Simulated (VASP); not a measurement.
Write the native input for VASP 6.6.1 that does the following.

| Property | Result |
| --- | --- |
| Task | relaxation of cell and atoms |
| Functional | PBE |
| Potentials or basis | VASP PAW PBE potentials, release 64 (Al) |
| Cutoff | 500 eV |
| k mesh | 10 × 10 × 10 |
| Occupations | fermi-dirac, width 0.1 eV |
| Spin | no spin polarisation |
| Dipole correction | no |
| Further INCAR settings | ALGO = Normal; EDIFF = 1e-07; IBRION = 2; EDIFFG = -0.01; NSW = 80; ISIF = 3 |

The structure of Al lies in POSCAR:

```
Al
1.0
    0.0000000000      1.9455986143      1.8880974853
    1.9455986143      0.0000000000      1.8880974853
    1.9455986143      1.9455986143      0.0000000000
Al
1
Direct
    0.0000000000      0.0000000000      0.0000000000
```

One way to write it, as run:

INCAR

```
SYSTEM = Al
PREC     = Accurate       ! precision mode
ENCUT    = 500            ! plane-wave cutoff, eV
EDIFF    = 1E-7           ! SCF threshold, eV
ISMEAR   = -1             ! smearing method
SIGMA    = 0.1            ! smearing width, eV
LREAL    = .FALSE.        ! projectors in reciprocal space
LASPH    = .TRUE.         ! aspherical terms in the spheres
NELM     = 120            ! most SCF steps
ALGO     = Normal         ! electronic algorithm
ISIF     = 3              ! what is computed and relaxed
LWAVE    = .FALSE.        ! write WAVECAR
LCHARG   = .FALSE.        ! write CHGCAR
GGA      = PE             ! functional
IBRION   = 2              ! ionic algorithm
NSW      = 80             ! ionic steps
EDIFFG   = -0.01          ! ionic threshold
GGA_COMPAT= .FALSE.      
NELMIN   = 4
```

KPOINTS

```
regular mesh
0
G
  10 10 10
  0 0 0
```

Potentials or basis: VASP PAW PBE potentials, release 64 (Al).

Run with:

```bash
$ cat potpaw_PBE.64/Al/POTCAR > POTCAR
$ mpirun -np 1 vasp_std > vasp.out
```

Results of the run:

The relaxed volume is 16.55 Å³/atom and the relaxed cell is a = 2.832 Å, b = 2.832 Å, c = 2.923 Å, α = 58.94°, β = 58.94°, γ = 62.13°. The space group after relaxing (to 0.1 Å) is I4/mmm (No. 139), the energy gained by relaxing is 95.6 meV/atom and the ionic steps are 10. The pressure after relaxing is 0.1 GPa. The band gap on the k mesh is zero (an odd number of electrons rules out a gap without spin polarisation).

Caveat: the volume moved by over 15 % at a fixed basis, so the end points are rough.

Run time: 21 s on 1 thread of Intel(R) Xeon(R) Platinum 8488C (Sapphire Rapids), with other jobs on the host, peak memory 0.12 GiB.
